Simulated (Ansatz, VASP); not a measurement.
## Rh in VASP and in Ansatz

The input INCAR:

```
PREC = Accurate
ENCUT = 520
EDIFF = 1E-6
ISMEAR = -1
SIGMA = 0.08
LREAL = F
LASPH = T
NELM = 80
ALGO = Normal
ISIF = 2
LWAVE = F
LCHARG = T
GGA = PE
LELF = T
LVHAR = T
NBANDS = 14
```

File KPOINTS:

```
Automatic mesh
0
Gamma
  14 14 14
```

File POSCAR:

```
Rh
1.0
    2.5858026830      0.0000000000      0.0000000000
    0.0000000000      2.5858026830      0.0000000000
    0.0000000000      0.0000000000      2.5858026830
Rh
1
Direct
    0.0000000000      0.0000000000      0.0000000000
```

Input for Ansatz:

```yaml
crystal:
  lattice:
    - [2.585802683, 0.0, 0.0]
    - [0.0, 2.585802683, 0.0]
    - [0.0, 0.0, 2.585802683]
  atoms:
    - { symbol: Rh, position: [0.0, 0.0, 0.0] }
kpoints:
  mp_grid: { grid: [14, 14, 14] }
scf:
  occupations: { method: fermi_dirac, width: 0.08 }
hamiltonian:
  xc: pbe
  pseudopotentials: { kind: all_electron, lapw: { basis_error: 0.0005 } }
output:
  forces: true
  stress: true
  eigenvalues: true
```

Change from the starting cell: volume scaled by 1.06.

Alike in both runs: task single point; functional PBE; k mesh 14 × 14 × 14; occupations fermi-dirac, width 0.08 eV; no spin polarisation.

|  | VASP | Ansatz |
| --- | --- | --- |
| version | VASP 6.6.1 | Ansatz 0.2.0 |
| potentials or method | VASP PAW PBE potentials, release 64 (Rh_pv), cutoff 520 eV | all-electron LAPW, scalar-relativistic |

```tsv
	VASP	Ansatz	Ansatz less VASP
pressure (GPa)	-9.2	-9.2	-0.05
```

Ansatz ran all-electron here, and VASP with PAW potentials.
